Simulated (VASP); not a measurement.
# AgPd2 (P4_2/nmc) in VASP: further runs

AgPd2 is run at these levels: PBE; tasks: single point, relaxation of cell and atoms.

Program: VASP 6.6.1. These are calculated values, not measurements. Logs are shortened: lines on timing, memory, paths and dates and some standing lists are left out, and cuts for length are marked.

### Step 1. The cell of the first run

It takes space group P4_2/nmc (No. 137, tetragonal). Conventional cell: a = 4.147 Å, b = 4.147 Å, c = 5.969 Å, α = 90.00°, β = 90.00°, γ = 90.00°. Within 3.2 Å of Ag (site symmetry -4m2) lie 8 Pd at 2.40 to 2.73 Å. Within 3.2 Å of Pd (site symmetry 2mm) lie 4 Ag at 2.40 to 2.73 Å and 6 Pd at 2.98 to 2.99 Å.

### Step 2. Single point, PBE

The input, INCAR:

```
SYSTEM = AgPd2
PREC = Accurate
ENCUT = 520
EDIFF = 1E-6
ISMEAR = 0
SIGMA = 0.1
LREAL = .False.
LASPH = .True.
NELM = 100
ALGO = Normal
ISIF = 2
LWAVE = .False.
LCHARG = .False.
GGA = PE
NBANDS = 40
```

The input, KPOINTS:

```
Automatic mesh
0
Gamma
  4 4 4
  0 0 0
```

The input, POSCAR:

```
AgPd2
1.0
    4.1465717877      0.0000000000      0.0000000000
    0.0000000000      4.1465717877      0.0000000000
    0.0000000000      0.0000000000      5.9694675189
Ag Pd
2 4
Direct
    0.0000000000      0.0000000000      0.0000000000
    0.5000000000      0.5000000000      0.5000000000
    0.0000000000      0.5000000000      0.2030000000
    0.0000000000      0.5000000000      0.7030000000
    0.5000000000      0.0000000000      0.2970000000
    0.5000000000      0.0000000000      0.7970000000
```

Potentials or basis: VASP PAW PBE potentials, release 64 (Ag, Pd).

Launch:

```console
$ cat potpaw_PBE.64/Ag/POTCAR potpaw_PBE.64/Pd/POTCAR > POTCAR
$ mpirun -np 1 vasp_std > vasp.out
```

OUTCAR:

```text
SYSTEM = AgPd2
   PREC = Accurate
   ENCUT = 520
   EDIFF = 1E-6
   ISMEAR = 0
   LREAL = .False.
   LASPH = .True.
   NELM = 100
   ISIF = 2
   GGA = PE

 ion  position               nearest neighbor table
   1  0.000  0.000  0.000-   3 2.40   6 2.40   3 2.40   6 2.40   5 2.73   4 2.73   5 2.73   4 2.73

   2  0.500  0.500  0.500-   4 2.40   5 2.40   5 2.40   4 2.40   3 2.73   6 2.73   3 2.73   6 2.73

   3  0.000  0.500  0.203-   1 2.40   1 2.40   2 2.73   2 2.73   4 2.98   4 2.98   5 2.99   5 2.99
                             5 2.99   5 2.99
   4  0.000  0.500  0.703-   2 2.40   2 2.40   1 2.73   1 2.73   3 2.98   3 2.98   6 2.99   6 2.99
                             6 2.99   6 2.99
   5  0.500  0.000  0.297-   2 2.40   2 2.40   1 2.73   1 2.73   6 2.98   6 2.98   3 2.99   3 2.99
                             3 2.99   3 2.99
   6  0.500  0.000  0.797-   1 2.40   1 2.40   2 2.73   2 2.73   5 2.98   5 2.98   4 2.99   4 2.99
                             4 2.99   4 2.99

  LATTYP: Found a simple tetragonal cell.
 ALAT       =     4.1465717877
 C/A-ratio  =     1.4396151386

  Lattice vectors:

 A1 = (   4.1465717877,   0.0000000000,   0.0000000000)
 A2 = (   0.0000000000,   4.1465717877,   0.0000000000)
 A3 = (   0.0000000000,   0.0000000000,   5.9694675189)

Analysis of symmetry for initial positions (statically):
=====================================================================
 Subroutine PRICEL returns:
 Original cell was already a primitive cell.

 Routine SETGRP: Setting up the symmetry group for a
 simple tetragonal supercell.

 Subroutine GETGRP returns: Found 16 space group operations
 (whereof  8 operations were pure point group operations)
 out of a pool of 16 trial point group operations.

The static configuration has the point symmetry D_2d.
 The point group associated with its full space group is D_4h.

Analysis of symmetry for dynamics (positions and initial velocities):
=====================================================================
 Subroutine PRICEL returns:
 Original cell was already a primitive cell.

 Routine SETGRP: Setting up the symmetry group for a
 simple tetragonal supercell.

 Subroutine GETGRP returns: Found 16 space group operations
 (whereof  8 operations were pure point group operations)
 out of a pool of 16 trial point group operations.

The dynamic configuration has the point symmetry D_2d.
 The point group associated with its full space group is D_4h.

 Subroutine INISYM returns: Found 16 space group operations
 (whereof  8 operations are pure point group operations),
 and found     1 'primitive' translations

----------------------------------------------------------------------------------------

                                     Primitive cell

  volume of cell :     102.6394

  direct lattice vectors                    reciprocal lattice vectors
     4.146571788  0.000000000  0.000000000     0.241163074  0.000000000  0.000000000
     0.000000000  4.146571788  0.000000000     0.000000000  0.241163074  0.000000000
     0.000000000  0.000000000  5.969467519     0.000000000  0.000000000  0.167519129

  length of vectors
     4.146571788  4.146571788  5.969467519     0.241163074  0.241163074  0.167519129

  position of ions in fractional coordinates (direct lattice)
     0.000000000  0.000000000  0.000000000
     0.500000000  0.500000000  0.500000000
     0.000000000  0.500000000  0.203000000
     0.000000000  0.500000000  0.703000000
     0.500000000  0.000000000  0.297000000
     0.500000000  0.000000000  0.797000000

  ion indices of the primitive-cell ions
   primitive index   ion index
                 1           1
                 2           2
                 3           3
                 4           4
                 5           5
                 6           6

----------------------------------------------------------------------------------------

 KPOINTS: Automatic mesh

Automatic generation of k-mesh.
 Grid dimensions read from file:
 generate k-points for:    4    4    4

 Generating k-lattice:

  Cartesian coordinates                     Fractional coordinates (reciprocal lattice)
     0.060290769  0.000000000  0.000000000     0.250000000  0.000000000  0.000000000
     0.000000000  0.060290769  0.000000000     0.000000000  0.250000000  0.000000000
     0.000000000  0.000000000  0.041879782     0.000000000  0.000000000  0.250000000

  Length of vectors
     0.060290769  0.060290769  0.041879782

  Shift w.r.t. Gamma in fractional coordinates (k-lattice)
     0.000000000  0.000000000  0.000000000

 Subroutine IBZKPT returns following result:
 ===========================================

 Found     18 irreducible k-points:

 Following reciprocal coordinates:
            Coordinates               Weight
  0.000000  0.000000  0.000000      1.000000
  0.250000  0.000000  0.000000      4.000000
  0.500000  0.000000  0.000000      2.000000
  0.250000  0.250000  0.000000      4.000000
  0.500000  0.250000  0.000000      4.000000
  0.500000  0.500000  0.000000      1.000000
[... 10 lines left out ...]
  0.500000  0.250000  0.500000      4.000000
  0.500000  0.500000  0.500000      1.000000
   k-points           NKPTS =     18   k-points in BZ     NKDIM =     18   number of bands    NBANDS=     40
   number of dos      NEDOS =    301   number of ions     NIONS =      6
   total plane-waves  NPLWV =  49152
   dimension x,y,z NGX =    32 NGY =   32 NGZ =   48
   dimension x,y,z NGXF=    64 NGYF=   64 NGZF=   96
   ions per type =               2   4
   NGX,Y,Z   is equivalent  to a cutoff of  12.83, 12.83, 13.37 a.u.
   NGXF,Y,Z  is equivalent  to a cutoff of  25.66, 25.66, 26.74 a.u.
 SYSTEM =  AgPd2
   PREC   = accura    normal or accurate (medium, high low for compatibility)
   ISTART =      0    job   : 0-new  1-cont  2-samecut
   ICHARG =      2    charge: 1-file 2-atom 10-const
   ISPIN  =      1    spin polarized calculation?
   LNONCOLLINEAR =      F non collinear calculations
   LSORBIT =      F    spin-orbit coupling
   LASPH  =      T    aspherical Exc in radial PAW
   ENCUT  =  520.0 eV  38.22 Ry    6.18 a.u.   7.71  7.71 11.10*2*pi/ulx,y,z
   NELM   =    100;   NELMIN=  2; NELMDL= -5     # of ELM steps
   EDIFF  = 0.1E-05   stopping-criterion for ELM
   LREAL  =      F    real-space projection
   EDIFFG = 0.1E-04   stopping-criterion for IOM
   NSW    =      0    number of steps for IOM
   IBRION =     -1    ionic relax: 0-MD 1-quasi-New 2-CG
   NFREE  =      0    steps in history (QN), initial steepest desc. (CG)
   ISIF   =      2    stress and relaxation
   ISYM   =      2    0-nonsym 1-usesym 2-fastsym
   POTIM  = 0.5000    time-step for ionic-motion
   TEBEG  =    0.0;   TEEND  =   0.0 temperature during run
   PSTRESS=    0.0 pullay stress
   NELECT =      62.0000    total number of electrons
   NUPDOWN=      -1.0000    fix difference up-down
   EMIN   =  10.00;   EMAX   =-10.00  energy-range for DOS
   EFERMI =   0.00;   METHOD = LEGACY
   ISMEAR =     0;   SIGMA  =   0.10  broadening in eV -4-tet -1-fermi 0-gaus
   EFERMI_NEDOS =   21; number of points for ismear=-14 and -15
   IALGO  =     38    algorithm
   IMIX   =      4    mixing-type and parameters
     AMIX     =   0.40;   BMIX     =  1.00
     AMIX_MAG =   1.60;   BMIX_MAG =  1.00
  volume/ion in A,a.u.               =      17.11       115.44
  Fermi-wavevector in a.u.,A,eV,Ry     =   1.383887  2.615168 26.057118  1.915144
  Thomas-Fermi vector in A             =   2.508443
   LORBIT       =      0    0 simple, 1 ext, 2 COOP (PROOUT), +10 PAW based schemes
   GGA     = PE    functional components
   LHFCALC =     F    Hartree Fock is set to
   AEXX    =    0.0000 exact exchange contribution
   IVDW    =     0    specifies the selected vdW correction
   LEPSILON=     F    determine dielectric tensor
   LRPA    =     F    only Hartree local field effects (RPA)
 non-spin polarized calculation
 Gauss-broadening in eV      SIGMA  =   0.10
  energy-cutoff  :      520.00
  volume of cell :      102.64
 maximum number of plane-waves:      2776
 NGX is ok and might be reduce to    32
   NGX = 15   NGY = 15   NGZ = 23

 number of electron      62.0000029 magnetization

 Free energy of the ion-electron system (eV)
  ---------------------------------------------------
  ext. energy  EPLUGINS =         0.00000000
  ---------------------------------------------------
  free energy    TOTEN  =       -21.66349851 eV

  energy without entropy =      -21.61796785  energy(sigma->0) =      -21.64073318

 E-fermi :   7.4484     XC(G=0): -12.0358

 val. band max:        7.4466613747   @ k =   0.2500   0.0000   0.2500
 cond. band min:       7.4680435337   @ k =   0.2500   0.2500   0.2500
 fundamental gap:      0.0213821590
 Fermi energy:         7.4483825450

 k-point     1 :       0.0000    0.0000    0.0000
  band No.  band energies     occupation
      1       1.1759      2.00000
      2       1.9362      2.00000
      3       2.1368      2.00000
      4       2.3673      2.00000
      5       2.4323      2.00000
      6       2.5517      2.00000
[... 32 lines left out ...]
     39      17.1476      0.00000
     40      17.1476      0.00000

 k-point     2 :       0.2500    0.0000    0.0000
  band No.  band energies     occupation
      1       1.7471      2.00000
      2       1.9978      2.00000
      3       2.2043      2.00000
      4       2.2852      2.00000
      5       2.3878      2.00000
      6       2.4874      2.00000
[... 32 lines left out ...]
     39      17.5115      0.00000
     40      17.8942      0.00000

 k-point     3 :       0.5000    0.0000    0.0000
  band No.  band energies     occupation
      1       2.0958      2.00000
      2       2.0958      2.00000
      3       2.2315      2.00000
      4       2.2315      2.00000
      5       2.5438      2.00000
      6       2.5438      2.00000
[... 32 lines left out ...]
     39      17.0547      0.00000
     40      17.0547      0.00000

 k-point     4 :       0.2500    0.2500    0.0000
  band No.  band energies     occupation
      1       2.0855      2.00000
      2       2.1247      2.00000
      3       2.1886      2.00000
      4       2.2490      2.00000
      5       2.3251      2.00000
      6       2.3995      2.00000
[... 32 lines left out ...]
     39      15.5455      0.00000
     40      16.7343      0.00000
[... 514 lines left out ...]
     39      16.6166      0.00000
     40      16.6166      0.00000

 k-point    17 :       0.5000    0.2500    0.5000
  band No.  band energies     occupation
      1       2.1134      2.00000
      2       2.1134      2.00000
      3       2.2244      2.00000
      4       2.2244      2.00000
      5       2.3217      2.00000
      6       2.3217      2.00000
[... 32 lines left out ...]
     39      17.2674      0.00000
     40      17.2674      0.00000

 k-point    18 :       0.5000    0.5000    0.5000
  band No.  band energies     occupation
      1       2.0524      2.00000
      2       2.0524      2.00000
      3       2.0524      2.00000
      4       2.0524      2.00000
      5       2.2749      2.00000
      6       2.2749      2.00000
[... 32 lines left out ...]
     39      19.1366      0.00000
     40      19.1367      0.00000

------------------------ aborting loop because EDIFF is reached ----------------------------------------

  FORCE on cell =-STRESS in cart. coord.  units (eV):
  Direction    XX          YY          ZZ          XY          YZ          ZX
  --------------------------------------------------------------------------------------
  -------------------------------------------------------------------------------------
  Total       14.8394027     14.8394027     10.7666009      0.0000000      0.0000000      0.0000000
  in kB      231.6397201    231.6397201    168.0642049      0.0000000      0.0000000      0.0000000
  external PRESSURE =     210.4478817 kB  Pullay stress =       0.0000000 kB

 VOLUME and BASIS-vectors are now :
 -----------------------------------------------------------------------------
  energy-cutoff  :      520.00
  volume of cell :      102.64
      direct lattice vectors                 reciprocal lattice vectors
     4.146571788  0.000000000  0.000000000     0.241163074  0.000000000  0.000000000
     0.000000000  4.146571788  0.000000000     0.000000000  0.241163074  0.000000000
     0.000000000  0.000000000  5.969467519     0.000000000  0.000000000  0.167519129

 POSITION                                       TOTAL-FORCE (eV/Angst)
 -----------------------------------------------------------------------------------
      0.00000      0.00000      0.00000         0.000000      0.000000      0.000000
      2.07329      2.07329      2.98473         0.000000     -0.000000      0.000000
      0.00000      2.07329      1.21180         0.000000      0.000000      1.992385
      0.00000      2.07329      4.19654         0.000000      0.000000      1.992385
      2.07329      0.00000      1.77293         0.000000     -0.000000     -1.992385
      2.07329      0.00000      4.75767        -0.000000     -0.000000     -1.992385
 -----------------------------------------------------------------------------------
    total drift:                                0.000000      0.000000      0.000000

  FREE ENERGIE OF THE ION-ELECTRON SYSTEM (eV)
  ---------------------------------------------------
  free  energy   TOTEN  =       -21.6634985073 eV

  energy  without entropy=      -21.6179678500  energy(sigma->0) =      -21.64073318
```

Run time: 31 s. Hardware: 1 thread of Intel Xeon 6975P-C (Granite Rapids), shared host; peak memory 0.24 GiB.

Results:

```
Free energy            : -21.6635 eV
Pressure               : 21.0 GPa
Largest force          : 1.992 eV/Å
Band gap on the k mesh : zero (bands 31 and 32 overlap by 1.80 eV)
```

Forces in eV/Å, atoms in the order of the input:
```
Ag   0.000  0.000  0.000
Ag   0.000  0.000  0.000
Pd   0.000  0.000  1.992
Pd   0.000  0.000  1.992
Pd   0.000  0.000 -1.992
Pd   0.000  0.000 -1.992
```

Caveat: the k points lie up to 0.38 Å⁻¹ apart, too coarse for converged energies and pressures of a metal; forces of over 1 eV/Å act on the atoms, so gaps and moduli don't describe the material at rest.

### Step 3. Relaxation of cell and atoms, PBE

The input, INCAR:

```
SYSTEM = AgPd2
PREC = Accurate ; ENCUT = 600
EDIFF = 1E-6 ; ISMEAR = 0
SIGMA = 0.1 ; LREAL = .FALSE.
LASPH = .TRUE. ; NELM = 60
ALGO = Normal ; ISIF = 3
LWAVE = .FALSE. ; LCHARG = .FALSE.
GGA = PE ; IBRION = 2
NSW = 90 ; EDIFFG = -0.04
```

The input, KPOINTS:

```
Automatic mesh
0
G
  4 4 4
  0 0 0
```

POSCAR is that of step 2.

Potentials or basis: VASP PAW PBE potentials, release 64 (Ag, Pd).

Launch:

```console
$ cat potpaw_PBE.64/Ag/POTCAR potpaw_PBE.64/Pd/POTCAR > POTCAR
$ mpirun -np 1 vasp_std > vasp.out
```

Wall time 7.6 min (1 thread of Intel Xeon 6975P-C (Granite Rapids), shared host); peak memory 0.3 GiB.

Results (log left out):

```
Free energy                           : -23.4509 eV
Relaxed volume                        : 19.47 Å³/atom
Relaxed cell                          : a = 4.588 Å, b = 4.588 Å, c = 5.550 Å, α = 90.00°, β = 90.00°, γ = 90.00°
Space group after relaxing (to 0.1 Å) : I4/mmm (No. 139)
Energy gained by relaxing             : 298.0 meV/atom
Ionic steps                           : 17
Pressure after relaxing               : 0.0 GPa
Largest force after relaxing          : 0.016 eV/Å
Band gap on the k mesh                : zero (bands 31 and 32 overlap by 1.75 eV)
```

Forces on the atoms (eV/Å):
```
Ag   0.000  0.000  0.000
Ag   0.000  0.000  0.000
Pd   0.000  0.000 -0.016
Pd   0.000  0.000 -0.016
Pd   0.000  0.000  0.016
Pd   0.000  0.000  0.016
```

Stress tensor (GPa, compression positive):
```
-0.04  0.00  0.00
 0.00 -0.04  0.00
 0.00  0.00  0.05
```

The path:
```csv
step,energy change (eV),largest force (eV/Å),pressure (GPa),volume (Å³)
1,0.0000,1.9931,21.02,102.64
2,-0.6309,0.4747,-9.50,139.67
3,-1.2271,0.9304,-1.96,121.49
4,-1.2274,0.9443,-1.71,121.10
5,-1.4127,0.7877,-1.14,119.36
6,-1.7151,0.2350,1.95,114.17
7,-1.7214,0.1041,2.91,113.11
8,-1.7242,0.1259,-2.63,120.19
9,-1.7592,0.0247,-0.11,116.59
10,-1.7636,0.0279,-0.09,116.60
11,-1.7769,0.0366,0.02,116.59
12,-1.7837,0.0522,0.42,116.38
13,-1.7862,0.0454,0.21,116.50
14,-1.7865,0.0471,0.26,116.47
15,-1.7821,0.0229,-1.10,118.31
16,-1.7871,0.0410,-0.10,116.93
17,-1.7879,0.0162,-0.01,116.83
```

Final structure:
```
CELL_PARAMETERS angstrom
4.58783 0.00000 0.00000
0.00000 4.58783 0.00000
0.00000 0.00000 5.55037
ATOMIC_POSITIONS crystal
Ag 0.00000 0.00000 0.00000
Ag 0.50000 0.50000 0.50000
Pd 0.00000 0.50000 0.25087
Pd 0.00000 0.50000 0.75087
Pd 0.50000 0.00000 0.24913
Pd 0.50000 0.00000 0.74913
```

Levels at points of the mesh, in eV from the Fermi level:
| k point | band 28 | band 29 | band 30 | band 31 | band 32 | band 33 |
| --- | --- | --- | --- | --- | --- | --- |
| (0.00, 0.00, 0.00) | -0.19 | -0.19 | -0.14 | 0.33 | 1.11 | 2.19 |
| (0.50, 0.00, 0.00) | -0.62 | -0.15 | -0.15 | 0.02 | 0.02 | 3.36 |
| (0.50, 0.50, 0.00) | -0.14 | -0.02 | -0.02 | 0.29 | 0.29 | 1.05 |
| (0.00, 0.00, 0.50) | -1.05 | -0.44 | -0.44 | -0.21 | -0.21 | 4.99 |
| (0.50, 0.00, 0.50) | -0.71 | -0.68 | -0.68 | -0.32 | -0.32 | 0.58 |
| (0.50, 0.50, 0.50) | -0.61 | -0.10 | -0.10 | 1.41 | 1.41 | 1.70 |

Caveat: the k points lie up to 0.34 Å⁻¹ apart in the final cell, too coarse for converged energies and pressures of a metal.
